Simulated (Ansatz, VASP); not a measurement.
# KTaO3 in VASP and in Ansatz

Contents of INCAR:

```
SYSTEM = KTaO3
PREC = Accurate ; ENCUT = 520
EDIFF = 1E-8 ; ISMEAR = -1
SIGMA = 0.01 ; LREAL = .FALSE.
LASPH = .TRUE. ; NELM = 60
ALGO = Normal ; ISIF = 2
LWAVE = .FALSE. ; LCHARG = .FALSE.
GGA = PE ; LEFG = .TRUE.
NBANDS = 27
```

KPOINTS

```
regular mesh
0
G
  5 5 5
  0 0 0
```

Contents of POSCAR:

```
KTaO3
1.0
    3.9883000000      0.0000000000      0.0000000000
    0.0000000000      3.9883000000      0.0000000000
    0.0000000000      0.0000000000      4.0680660000
K Ta O
1 1 3
Direct
    0.5000000000      0.5000000000      0.5000000000
    0.0000000000      0.0000000000      0.0000000000
    0.5000000000      0.0000000000      0.0000000000
    0.0000000000      0.5000000000      0.0000000000
    0.0000000000      0.0000000000      0.5000000000
```

Input for Ansatz:

```yaml
crystal:
  lattice:
    - [3.9883, 0.0, 0.0]
    - [0.0, 3.9883, 0.0]
    - [0.0, 0.0, 4.068066]
  atoms:
    - { symbol: K, position: [0.5, 0.5, 0.5] }
    - { symbol: Ta, position: [0.0, 0.0, 0.0] }
    - { symbol: O, position: [0.5, 0.0, 0.0] }
    - { symbol: O, position: [0.0, 0.5, 0.0] }
    - { symbol: O, position: [0.0, 0.0, 0.5] }
kpoints:
  mp_grid: { grid: [5, 5, 5] }
scf:
  occupations: { method: fermi_dirac, width: 0.01 }
hamiltonian:
  xc: pbe
  pseudopotentials: { kind: all_electron, datasets: crystal }
output:
  forces: true
  stress: true
  eigenvalues: true
  efg: { contact_densities: true }
```

Change from the starting cell: zz strain of +2 %, crystal datasets.

Alike in both runs: task electric field gradients; functional PBE; k mesh 5 × 5 × 5; occupations fermi-dirac, width 0.01 eV; no spin polarisation.

|  | VASP | Ansatz |
| --- | --- | --- |
| version | VASP 6.6.1 | Ansatz 0.2.0 |
| potentials or method | VASP PAW PBE potentials, release 64 (K_sv, Ta_pv, O), cutoff 520 eV | all-electron PAW with datasets made for the crystal, scalar-relativistic |

|  | VASP | Ansatz | Ansatz less VASP |
| --- | --- | --- | --- |
| gap on the k mesh at the Fermi level (eV) | 2.22 | 2.28 | +0.055 |
| pressure (GPa) | 2.1 | 1.6 | -0.51 |
| traceless stress, the component that is largest in VASP (GPa) | -4.57 | -4.48 | +0.089 |
| size of Vzz on the site where it differs most (V/Å²) | 101.7 | 99.5 | -2.16 |

Ansatz ran all-electron here, and VASP with PAW potentials.

Spin-orbit coupling is off throughout.
